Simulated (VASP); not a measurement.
Here is a VASP 6.6.1 calculation.

The input POSCAR:

```
Li3TaO4
1.0
   -2.0356964050      2.0356964050      4.1671416262
    2.0356964050     -2.0356964050      4.1671416262
    2.0356964050      2.0356964050     -4.1671416262
Li Ta O
3 1 4
Direct
    0.5000000000      0.5000000000      0.0000000000
    0.2500000000      0.7500000000      0.5000000000
    0.7500000000      0.2500000000      0.5000000000
    0.0000000000      0.0000000000      0.0000000000
    0.0000000000      0.5000000000      0.5000000000
    0.7702484844      0.7702484844      0.0000000000
    0.5000000000      0.0000000000      0.5000000000
    0.2297515156      0.2297515156      0.0000000000
```

Contents of INCAR.step1:

```
PREC = Accurate ; ENCUT = 520
ISMEAR = 0 ; SIGMA = 0.02
LREAL = F ; LASPH = T
NELM = 60 ; NBANDS = 32
GGA = PE ; ALGO = Normal
EDIFF = 1E-4 ; LWAVE = T
LCHARG = F
```

File INCAR.step2:

```
PREC = Accurate ; ENCUT = 520
EDIFF = 1E-6 ; ISMEAR = 0
SIGMA = 0.02 ; LREAL = F
LASPH = T ; NELM = 60
ALGO = Normal ; ISIF = 2
LWAVE = F ; LCHARG = F
METAGGA = R2SCAN ; LMIXTAU = T
NBANDS = 32 ; ISTART = 1
```

Contents of KPOINTS:

```
Automatic mesh
0
Gamma
  10 10 10
```

Potentials or basis: VASP PAW PBE potentials, release 64 (Li_sv, Ta_pv, O).

The run is started by

```sh
$ cat potpaw_PBE.64/Li_sv/POTCAR potpaw_PBE.64/Ta_pv/POTCAR potpaw_PBE.64/O/POTCAR > POTCAR
$ cp INCAR.step1 INCAR
$ mpirun -np 1 vasp_std > vasp.out
$ cp INCAR.step2 INCAR
$ mpirun -np 1 vasp_std > vasp.out
```

Problem. What does it give for the largest force?

Solution. 0.182 eV/Å.

Problem. What does it give for the band gap on the k mesh?

Solution. 2.03 eV, indirect (least direct gap 2.14 eV).

Forces in eV/Å, atoms in the order of the input:
```
Li   0.000  0.000  0.000
Li   0.000  0.000  0.000
Li   0.000  0.000  0.000
Ta   0.000  0.000  0.000
O    0.000  0.000  0.000
O    0.000  0.000 -0.182
O    0.000  0.000  0.000
O    0.000  0.000  0.182
```

Caveat: the PAW data sets were made with another functional, which shifts forces and pressure a little; spin-orbit coupling is left out, which moves the levels of the heavy elements. A k mesh can miss the band edges.
